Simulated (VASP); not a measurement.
The system is Y3Ge.

```
Y Ge
1.0
     4.57355    0.00000    0.00000
     0.00000    4.57355    0.00000
     0.00000    0.00000    4.57355
Y Ge
3 1
Direct
  0.00000 0.50000 0.50000
  0.50000 0.00000 0.50000
  0.50000 0.50000 0.00000
  0.00000 0.00000 0.00000
```

| Quantity | Value |
| --- | --- |
| Program | VASP 6.6.1 |
| Task | relaxation of cell and atoms |
| Functional | PBE |
| Potentials or basis | VASP PAW PBE potentials, release 64 (Y_sv, Ge_d) |
| Cutoff | 600 eV |
| k mesh | 4 × 4 × 4 |
| Occupations | gaussian, width 0.1 eV |
| Spin | no spin polarisation |

At the start: pressure 5.2 GPa; volume 23.92 Å³/atom.

**Question.** How do energy, volume and symmetry change on relaxing?

**Answer.** Over 3 steps the energy falls by 31.0 meV/atom and the volume is 25.97 Å³/atom (+8.6 %); space group Pm-3m (No. 221, to 0.05 Å).

The path:
| step | energy change (eV) | largest force (eV/Å) | pressure (GPa) | volume (Å³) |
| --- | --- | --- | --- | --- |
| 1 | 0.0000 | 0.0000 | 5.15 | 95.67 |
| 2 | -0.1116 | 0.0000 | -1.35 | 106.71 |
| 3 | -0.1239 | 0.0000 | 0.02 | 103.87 |

Final structure:
```
Y Ge
1.0
     4.70073    0.00000    0.00000
     0.00000    4.70073    0.00000
     0.00000    0.00000    4.70073
Y Ge
3 1
Direct
  0.00000 0.50000 0.50000
  0.50000 0.00000 0.50000
  0.50000 0.50000 0.00000
  0.00000 0.00000 0.00000
```
